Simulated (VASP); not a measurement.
# Si16HC16 (a cell with a defect) (H_i (antibonding at C)) in VASP: notebook

The runs below take Si16HC16 (a cell with a defect) (H_i (antibonding at C)) through single point, with LDA, PBE.

Everything below comes from runs of VASP 6.6.1. Logs are shortened: lines on timing, memory, paths and dates and some standing lists are left out, and cuts for length are marked.

### 1 The cell of the first run

The cell holds a defect, 33 atoms: a = 7.586 Å, b = 7.586 Å, c = 7.586 Å, α = 109.47°, β = 109.47°, γ = 109.47°.

### 2 Single point, LDA

The input, INCAR:

```
ALGO = Normal ; EDIFF = 1E-6
ENCUT = 520 ; GGA = CA
GGA_COMPAT = F ; ISIF = 2
ISMEAR = -1 ; LASPH = T
LCHARG = F ; LREAL = Auto
LWAVE = F ; NBANDS = 86
NELECT = 130.0 ; NELM = 120
PREC = Accurate ; SIGMA = 0.01
```

The input, KPOINTS:

```
Automatic mesh
0
Gamma
  1 1 1
  0.25 0.25 0.25
```

The input, POSCAR:

```
Si16HC16
1.0
   -4.3797238571      4.3797238571     -4.3797238571
    4.3797238571      4.3797238571      4.3797238571
    4.3797238571     -4.3797238571     -4.3797238571
Si C H
16 16 1
Direct
   -0.0035747784      0.0020946126      0.7522552504
   -0.0025831905      0.2511973943      0.4993916923
   -0.0025464471      0.4997513299      0.2508809895
   -0.0035623721      0.7525988652      0.0017457091
    0.2455679591      0.0017162478      0.4999768905
    0.2275243185      0.2511170174      0.2508559733
    0.2455948377      0.5003132219      0.0013780976
    0.2517518241      0.7546731351      0.7543270703
    0.4983296766     -0.0060711383      0.2509214066
    0.4983490908      0.2512464474     -0.0064016920
    0.4950675220      0.5007075449      0.7494914650
    0.4950796775      0.7498261877      0.5003745883
    0.7489230328      0.0027246065      0.0023984430
    0.7482919897      0.2512281149      0.7474015373
    0.7556161278      0.5084874394      0.5081398372
    0.7483015948      0.7477300889      0.2508960049
   -0.0108947552     -0.0039218451     -0.0042507584
   -0.0038529510      0.2512542220      0.7501139580
    0.0056266897      0.5072843612      0.5069388658
   -0.0038444542      0.7504200218      0.2508664570
    0.2458489748      0.0014427537      0.7509698656
    0.2442603530      0.2512032713      0.5059799132
    0.2443238209      0.5062782887      0.2508624137
    0.2458443404      0.7513064360      0.0010807697
    0.4956204012      0.0010790546      0.5006558926
    0.5630250123      0.2511031553      0.2507922257
    0.4956370534      0.5009905782      0.0007175730
    0.4969082163      0.7520262105      0.7516703177
    0.7495034451     -0.0048877503      0.2508679089
    0.7495303494      0.2512092816     -0.0052016713
    0.7457873986      0.5013598826      0.7508195094
    0.7458013474      0.7511834989      0.5010751899
    0.7140725802      0.2510847661      0.2507601757
```

Potentials or basis: VASP PAW LDA potentials, release 64 (Si, C, H).

The run is started by

```console
cat potpaw_LDA.64/Si/POTCAR potpaw_LDA.64/C/POTCAR potpaw_LDA.64/H/POTCAR > POTCAR
mpirun -np 1 vasp_std > vasp.out
```

OUTCAR:

```text
EDIFF = 1E-6
   ENCUT = 520
   GGA = CA
   ISIF = 2
   ISMEAR = -1
   LASPH = T
   LREAL = Auto
   NELECT = 130.0
   NELM = 120
   PREC = Accurate

 ion  position               nearest neighbor table
   1  0.996  0.002  0.752-  17 1.88  18 1.90  21 1.90  32 1.90  15 3.06  14 3.08  13 3.08   7 3.09
                             4 3.09   6 3.09  12 3.11  16 3.11   5 3.11   2 3.11  10 3.11   8 3.11
   2  0.997  0.251  0.499-  22 1.86  19 1.90  29 1.90  18 1.91   6 2.97  13 3.08   3 3.08  14 3.08
                             5 3.08  11 3.08   9 3.09  15 3.09   1 3.11   7 3.11  16 3.12   8 3.12
   3  0.997  0.500  0.251-  23 1.86  19 1.90  30 1.90  20 1.90   6 2.97  13 3.08   2 3.08  16 3.08
                            12 3.08   7 3.08  15 3.09  10 3.09   5 3.11   4 3.11   8 3.12  14 3.12
   4  0.996  0.753  0.002-  17 1.88  20 1.90  24 1.90  31 1.90  15 3.06  16 3.08  13 3.08   5 3.09
                             1 3.09   6 3.09  11 3.11  14 3.11   7 3.11   3 3.11   9 3.11   8 3.11
   5  0.246  0.002  0.500-  22 1.88  20 1.90  25 1.90  21 1.90  10 3.06  16 3.08   2 3.08   4 3.09
                            11 3.09   6 3.09  12 3.11   1 3.11   8 3.11   9 3.11   3 3.11  14 3.11
   6  0.228  0.251  0.251-  22 1.90  17 1.90  23 1.90  26 2.55  13 2.97   2 2.97   3 2.97   4 3.09
                             5 3.09   1 3.09  11 3.09   7 3.09  12 3.09
   7  0.246  0.500  0.001-  23 1.88  18 1.90  27 1.90  24 1.90   9 3.06  14 3.08   3 3.08   1 3.09
                            12 3.09   6 3.09  11 3.11   4 3.11   8 3.11  10 3.11   2 3.11  16 3.11
   8  0.252  0.755  0.754-  28 1.87  19 1.87  24 1.90  21 1.90  15 3.07  10 3.08   9 3.08  13 3.08
                            12 3.08  11 3.08   5 3.11   7 3.11   4 3.11   1 3.11   3 3.12   2 3.12
   9  0.498  0.994  0.251-  26 1.85  25 1.88  24 1.88  29 1.90  12 3.06   7 3.06  16 3.07  14 3.08
[... 9 lines left out ...]
  14  0.748  0.251  0.747-  18 1.87  30 1.87  31 1.90  25 1.90  10 3.07   9 3.08  15 3.08   2 3.08
                             1 3.08   7 3.08   4 3.11  12 3.11  11 3.11   5 3.11   3 3.12  13 3.12
  15  0.756  0.508  0.508-  26 1.85  32 1.88  31 1.88  19 1.90   4 3.06   1 3.06   8 3.07  16 3.08
                            14 3.08   2 3.09   3 3.09  12 3.11  11 3.11
  16  0.748  0.748  0.251-  20 1.87  29 1.87  27 1.90  32 1.90   9 3.07  10 3.08  15 3.08   3 3.08
                             5 3.08   4 3.08   1 3.11  11 3.11  12 3.11   7 3.11   2 3.12  13 3.12
  17  0.989  0.996  0.996-  13 1.86   4 1.88   1 1.88   6 1.90
  18  0.996  0.251  0.750-  14 1.87   7 1.90   1 1.90   2 1.91
  19  0.006  0.507  0.507-   8 1.87  15 1.90   3 1.90   2 1.90
  20  0.996  0.750  0.251-  16 1.87   5 1.90   4 1.90   3 1.90
  21  0.246  0.001  0.751-  10 1.88   8 1.90   1 1.90   5 1.90
  22  0.244  0.251  0.506-   2 1.86   5 1.88  11 1.88   6 1.90
  23  0.244  0.506  0.251-   3 1.86   7 1.88  12 1.88   6 1.90
  24  0.246  0.751  0.001-   9 1.88   8 1.90   4 1.90   7 1.90
  25  0.496  0.001  0.501-   9 1.88  14 1.90   5 1.90  12 1.90
  26  0.563  0.251  0.251-  33 1.15   9 1.85  10 1.85  15 1.85   6 2.55
  27  0.496  0.501  0.001-  10 1.88  16 1.90   7 1.90  11 1.90
  28  0.497  0.752  0.752-   8 1.87  12 1.90  11 1.90  13 1.91
  29  0.750  0.995  0.251-  16 1.87   9 1.90  13 1.90   2 1.90
  30  0.750  0.251  0.995-  14 1.87  10 1.90  13 1.90   3 1.90
  31  0.746  0.501  0.751-  15 1.88  14 1.90  11 1.90   4 1.90
  32  0.746  0.751  0.501-  15 1.88  16 1.90  12 1.90   1 1.90
  33  0.714  0.251  0.251-  26 1.15

  LATTYP: Found a body centered cubic cell.
 ALAT       =     8.7594477142

  Lattice vectors:

 A1 = (  -4.3797238571,   4.3797238571,  -4.3797238571)
 A2 = (   4.3797238571,   4.3797238571,   4.3797238571)
 A3 = (   4.3797238571,  -4.3797238571,  -4.3797238571)

Analysis of symmetry for initial positions (statically):
=====================================================================
 Subroutine PRICEL returns:
 Original cell was already a primitive cell.

 Routine SETGRP: Setting up the symmetry group for a
 body centered cubic supercell.

 Subroutine GETGRP returns: Found  1 space group operations
 (whereof  1 operations were pure point group operations)
 out of a pool of 48 trial point group operations.

The static configuration has the point symmetry C_1 .

Analysis of symmetry for dynamics (positions and initial velocities):
=====================================================================
 Subroutine PRICEL returns:
 Original cell was already a primitive cell.

 Routine SETGRP: Setting up the symmetry group for a
 body centered cubic supercell.

 Subroutine GETGRP returns: Found  1 space group operations
 (whereof  1 operations were pure point group operations)
 out of a pool of 48 trial point group operations.

The dynamic configuration has the point symmetry C_1 .

 Subroutine INISYM returns: Found  1 space group operations
 (whereof  1 operations are pure point group operations),
 and found     1 'primitive' translations

----------------------------------------------------------------------------------------

                                     Primitive cell

  volume of cell :     336.0471

  direct lattice vectors                    reciprocal lattice vectors
    -4.379723857  4.379723857 -4.379723857     0.000000000  0.114162449 -0.114162449
     4.379723857  4.379723857  4.379723857     0.114162449  0.114162449  0.000000000
     4.379723857 -4.379723857 -4.379723857     0.114162449  0.000000000 -0.114162449

  length of vectors
     7.585904244  7.585904244  7.585904244     0.161450083  0.161450083  0.161450083

  position of ions in fractional coordinates (direct lattice)
     0.996425222  0.002094613  0.752255250
     0.997416810  0.251197394  0.499391692
     0.997453553  0.499751330  0.250880989
     0.996437628  0.752598865  0.001745709
     0.245567959  0.001716248  0.499976891
     0.227524319  0.251117017  0.250855973
[... 25 lines left out ...]
     0.745801347  0.751183499  0.501075190
     0.714072580  0.251084766  0.250760176

  ion indices of the primitive-cell ions
   primitive index   ion index
                 1           1
                 2           2
                 3           3
                 4           4
                 5           5
                 6           6
[... 25 lines left out ...]
                32          32
                33          33

----------------------------------------------------------------------------------------

 KPOINTS: Automatic mesh

Automatic generation of k-mesh.
 Grid dimensions read from file:
 generate k-points for:    1    1    1

 Generating k-lattice:

  Cartesian coordinates                     Fractional coordinates (reciprocal lattice)
     0.000000000  0.114162449 -0.114162449     1.000000000  0.000000000  0.000000000
     0.114162449  0.114162449  0.000000000     0.000000000  1.000000000  0.000000000
     0.114162449  0.000000000 -0.114162449     0.000000000  0.000000000  1.000000000

  Length of vectors
     0.161450083  0.161450083  0.161450083

  Shift w.r.t. Gamma in fractional coordinates (k-lattice)
     0.250000000  0.250000000  0.250000000

 Subroutine IBZKPT returns following result:
 ===========================================

 Found      1 irreducible k-points:

 Following reciprocal coordinates:
            Coordinates               Weight
  0.250000  0.250000  0.250000      2.000000
   k-points           NKPTS =      1   k-points in BZ     NKDIM =      1   number of bands    NBANDS=     86
   number of dos      NEDOS =    301   number of ions     NIONS =     33
   total plane-waves  NPLWV = 175616
   dimension x,y,z NGX =    56 NGY =   56 NGZ =   56
   dimension x,y,z NGXF=   112 NGYF=  112 NGZF=  112
   ions per type =              16  16   1
   NGX,Y,Z   is equivalent  to a cutoff of  12.27, 12.27, 12.27 a.u.
   NGXF,Y,Z  is equivalent  to a cutoff of  24.54, 24.54, 24.54 a.u.
 SYSTEM =  unknown system
   PREC   = accura    normal or accurate (medium, high low for compatibility)
   ISTART =      0    job   : 0-new  1-cont  2-samecut
   ICHARG =      2    charge: 1-file 2-atom 10-const
   ISPIN  =      1    spin polarized calculation?
   LNONCOLLINEAR =      F non collinear calculations
   LSORBIT =      F    spin-orbit coupling
   LASPH  =      T    aspherical Exc in radial PAW
   ENCUT  =  520.0 eV  38.22 Ry    6.18 a.u.  14.10 14.10 14.10*2*pi/ulx,y,z
   NELM   =    120;   NELMIN=  2; NELMDL= -5     # of ELM steps
   EDIFF  = 0.1E-05   stopping-criterion for ELM
   LREAL  =      T    real-space projection
   EDIFFG = 0.1E-04   stopping-criterion for IOM
   NSW    =      0    number of steps for IOM
   IBRION =     -1    ionic relax: 0-MD 1-quasi-New 2-CG
   NFREE  =      0    steps in history (QN), initial steepest desc. (CG)
   ISIF   =      2    stress and relaxation
   ISYM   =      2    0-nonsym 1-usesym 2-fastsym
   POTIM  = 0.5000    time-step for ionic-motion
   TEBEG  =    0.0;   TEEND  =   0.0 temperature during run
   PSTRESS=    0.0 pullay stress
   NELECT =     130.0000    total number of electrons
   NUPDOWN=      -1.0000    fix difference up-down
   EMIN   =  10.00;   EMAX   =-10.00  energy-range for DOS
   EFERMI =   0.00;   METHOD = LEGACY
   ISMEAR =    -1;   SIGMA  =   0.01  broadening in eV -4-tet -1-fermi 0-gaus
   EFERMI_NEDOS =   21; number of points for ismear=-14 and -15
   IALGO  =     38    algorithm
   IMIX   =      4    mixing-type and parameters
     AMIX     =   0.40;   BMIX     =  1.00
     AMIX_MAG =   1.60;   BMIX_MAG =  1.00
  volume/ion in A,a.u.               =      10.18        68.72
  Fermi-wavevector in a.u.,A,eV,Ry     =   1.192859  2.254177 19.359911  1.422913
  Thomas-Fermi vector in A             =   2.328887
   LORBIT       =      0    0 simple, 1 ext, 2 COOP (PROOUT), +10 PAW based schemes
   GGA     = CA    functional components
   LHFCALC =     F    Hartree Fock is set to
   AEXX    =    0.0000 exact exchange contribution
   IVDW    =     0    specifies the selected vdW correction
   LEPSILON=     F    determine dielectric tensor
   LRPA    =     F    only Hartree local field effects (RPA)
 non-spin polarized calculation
  energy-cutoff  :      520.00
  volume of cell :      336.05
 maximum number of plane-waves:      9024
 NGX is ok and might be reduce to    56
   NGX = 29   NGY = 29   NGZ = 29

 number of electron     130.0000002 magnetization

 Free energy of the ion-electron system (eV)
  ---------------------------------------------------
  ext. energy  EPLUGINS =         0.00000000
  ---------------------------------------------------
  free energy    TOTEN  =      -254.09683550 eV

  energy without entropy =     -254.09683550  energy(sigma->0) =     -254.09683550

 E-fermi :  10.3966     XC(G=0): -11.5521

 val. band max:       10.1488167718   @ k =   0.2500   0.2500   0.2500
 cond. band min:      11.3408845516   @ k =   0.2500   0.2500   0.2500
 fundamental gap:      1.1920677797
 Fermi energy:        10.3966182995

 k-point     1 :       0.2500    0.2500    0.2500
  band No.  band energies     occupation
      1      -6.6675      2.00000
      2      -6.1811      2.00000
      3      -6.1806      2.00000
      4      -6.0529      2.00000
      5      -4.2195      2.00000
      6      -3.4713      2.00000
[... 69 lines left out ...]
     76      11.8120      0.00000
     77      12.7363      0.00000
 [bands above 77 left out]

------------------------ aborting loop because EDIFF is reached ----------------------------------------

  FORCE on cell =-STRESS in cart. coord.  units (eV):
  Direction    XX          YY          ZZ          XY          YZ          ZX
  --------------------------------------------------------------------------------------
  -------------------------------------------------------------------------------------
  Total        6.5503072      6.5585910      6.5577167     -3.9798496     -3.9482327      3.9598788
  in kB       31.2300063     31.2695010     31.2653328    -18.9747940    -18.8240534     18.8795785
  external PRESSURE =      31.2549467 kB  Pullay stress =       0.0000000 kB

 VOLUME and BASIS-vectors are now :
 -----------------------------------------------------------------------------
  energy-cutoff  :      520.00
  volume of cell :      336.05
      direct lattice vectors                 reciprocal lattice vectors
    -4.379723857  4.379723857 -4.379723857     0.000000000  0.114162449 -0.114162449
     4.379723857  4.379723857  4.379723857     0.114162449  0.114162449  0.000000000
     4.379723857 -4.379723857 -4.379723857     0.114162449  0.000000000 -0.114162449

 POSITION                                       TOTAL-FORCE (eV/Angst)
 -----------------------------------------------------------------------------------
     -1.06022      1.07857     -7.64956         0.001147     -0.017009     -0.004747
     -1.08104      3.28139     -5.45543        -0.001759      0.001044     -0.029635
     -1.08101      5.45855     -3.27859        -0.009559      0.031248     -0.002920
     -1.06030      7.65265     -1.07559        -0.002367      0.002335      0.019629
      1.12176     -1.10672     -3.25776         0.023317     -0.002498     -0.000921
      1.20201      0.99764     -0.99535         0.068746     -0.061383      0.069967
[... 25 lines left out ...]
      2.21814      4.36181     -2.17100        -0.023263      0.007055     -0.008806
     -0.92950      3.12886     -3.12602        -0.084849      0.088945     -0.087663
 -----------------------------------------------------------------------------------
    total drift:                               -0.090987      0.073174     -0.093632

  FREE ENERGIE OF THE ION-ELECTRON SYSTEM (eV)
  ---------------------------------------------------
  free  energy   TOTEN  =      -254.0968354995 eV

  energy  without entropy=     -254.0968354995  energy(sigma->0) =     -254.09683550
```

It took 38 s on 1 thread of Intel Xeon Platinum 8488C (Sapphire Rapids), shared host; peak memory 0.33 GiB.

Results:

```
Free energy   : -254.0968 eV
Largest force : 0.151 eV/Å
```

Forces in eV/Å, atoms in the order of the input:
```
Si   0.001 -0.017 -0.005
Si  -0.002  0.001 -0.030
Si  -0.010  0.031 -0.003
Si  -0.002  0.002  0.020
Si   0.023 -0.002 -0.001
Si   0.069 -0.061  0.070
Si   0.025  0.000  0.005
Si  -0.003  0.004 -0.003
Si  -0.024  0.019 -0.012
Si  -0.025  0.015 -0.019
Si   0.000 -0.018  0.004
Si   0.002 -0.004  0.022
Si  -0.034 -0.003  0.004
Si  -0.001  0.000 -0.010
Si  -0.026  0.015 -0.018
Si  -0.001  0.013  0.002
C    0.025  0.006 -0.004
C   -0.002 -0.007  0.011
C   -0.032 -0.039  0.038
C    0.008 -0.013  0.004
C   -0.011  0.012 -0.014
C   -0.003  0.005  0.028
C    0.000 -0.036 -0.004
C   -0.009  0.012 -0.017
C   -0.011  0.014 -0.015
C    0.089 -0.070  0.071
C   -0.006  0.010 -0.020
C    0.006 -0.003  0.001
C    0.038  0.041  0.035
C    0.039 -0.034 -0.038
C   -0.017  0.011 -0.006
C   -0.023  0.007 -0.009
H   -0.085  0.089 -0.088
```

Caveat: the k points lie up to 1.01 Å⁻¹ apart; the cell carries a net charge on a neutralising background, which shifts energy and pressure; the cell is charged against a uniform background, so pressure and absolute levels hang on convention.

### 3 Single point, PBE

The input, INCAR:

```
SYSTEM = Si16HC16
ALGO = Normal ; EDIFF = 1E-6
ENCUT = 520 ; GGA = PE
GGA_COMPAT = .False. ; ISIF = 2
ISMEAR = 0 ; LASPH = .True.
LCHARG = .True. ; LELF = .True.
LREAL = Auto ; LVHAR = .True.
LWAVE = .False. ; NBANDS = 86
NELECT = 130.0 ; NELM = 120
PREC = Accurate ; SIGMA = 0.01
```

KPOINTS is that of step 2.

POSCAR is that of step 2.

Potentials or basis: VASP PAW PBE potentials, release 64 (Si, C, H).

The run is started by

```console
cat potpaw_PBE.64/Si/POTCAR potpaw_PBE.64/C/POTCAR potpaw_PBE.64/H/POTCAR > POTCAR
mpirun -np 1 vasp_std > vasp.out
```

Run time: 49 s. Hardware: 1 thread of Intel Xeon Platinum 8488C (Sapphire Rapids), shared host; peak memory 0.4 GiB.

The run converged. Its results:

- Free energy: -228.5177 eV
- Largest force: 0.058 eV/Å

Forces in eV/Å, atoms in the order of the input:
```
Si   0.009 -0.009 -0.011
Si  -0.010  0.009  0.002
Si  -0.018 -0.001 -0.011
Si   0.006  0.009  0.012
Si   0.016  0.004  0.007
Si   0.014 -0.006  0.015
Si   0.017 -0.007 -0.001
Si   0.001  0.001  0.000
Si  -0.008 -0.012  0.003
Si  -0.009 -0.001  0.012
Si  -0.007 -0.010  0.012
Si  -0.005 -0.012  0.014
Si  -0.002  0.005 -0.004
Si   0.001 -0.002 -0.006
Si   0.004 -0.001 -0.002
Si   0.001  0.008  0.004
C   -0.019 -0.006  0.008
C   -0.010  0.001  0.009
C    0.013 -0.003  0.001
C    0.000 -0.011 -0.005
C   -0.013  0.007 -0.010
C    0.009 -0.007 -0.016
C    0.011  0.008  0.008
C   -0.012  0.007 -0.012
C   -0.006  0.009 -0.018
C    0.045 -0.026  0.027
C   -0.001  0.012 -0.015
C    0.004  0.005 -0.007
C    0.001 -0.004 -0.002
C    0.003  0.003  0.007
C   -0.013  0.007 -0.008
C   -0.019  0.009 -0.004
H   -0.006  0.010 -0.009
```

Levels at points of the mesh, in eV from the Fermi level:
```tsv
k point	band 63	band 64	band 65	band 66	band 67	band 68
(0.25, 0.25, 0.25)	-2.90	-2.90	-0.06	1.18	1.19	1.19
```

Caveat: the k points lie up to 1.01 Å⁻¹ apart; the cell carries a net charge on a neutralising background, which shifts energy and pressure; the cell is charged against a uniform background, so pressure and absolute levels hang on convention.
